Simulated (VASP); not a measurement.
Input of a VASP 6.6.1 run:

File INCAR:

```
SYSTEM = Na
  PREC = Accurate
  ENCUT = 520
  EDIFF = 1E-8
  ISMEAR = -1
  SIGMA = 0.03
  LREAL = .False.
  LASPH = .True.
  NELM = 80
  ALGO = Normal
  ISIF = 2
  LWAVE = .False.
  LCHARG = .False.
  GGA = PS
  LEFG = .True.
  NBANDS = 10
```

File KPOINTS:

```
regular mesh
0
Gamma
  11 11 11
  0 0 0
```

POSCAR

```
Na
1.0
   -2.1175000000      2.1175000000      2.1175000000
    2.1175000000     -2.1175000000      2.1175000000
    2.1175000000      2.1175000000     -2.1175000000
Na
1
Direct
    0.0000000000      0.0000000000      0.0000000000
```

Potentials or basis: VASP PAW PBE potentials, release 64 (Na_pv).

The run is started by

```sh
$ cat potpaw_PBE.64/Na_pv/POTCAR > POTCAR
$ mpirun -np 1 vasp_std > vasp.out
```

Task: Predict the pressure.

Result: -0.3 GPa.

Caveat: without QUAD_EFG the Cq values of the log hold for a quadrupole moment of 1 mb, not for the nuclei; the PAW data sets were made with another functional, which shifts forces and pressure a little.
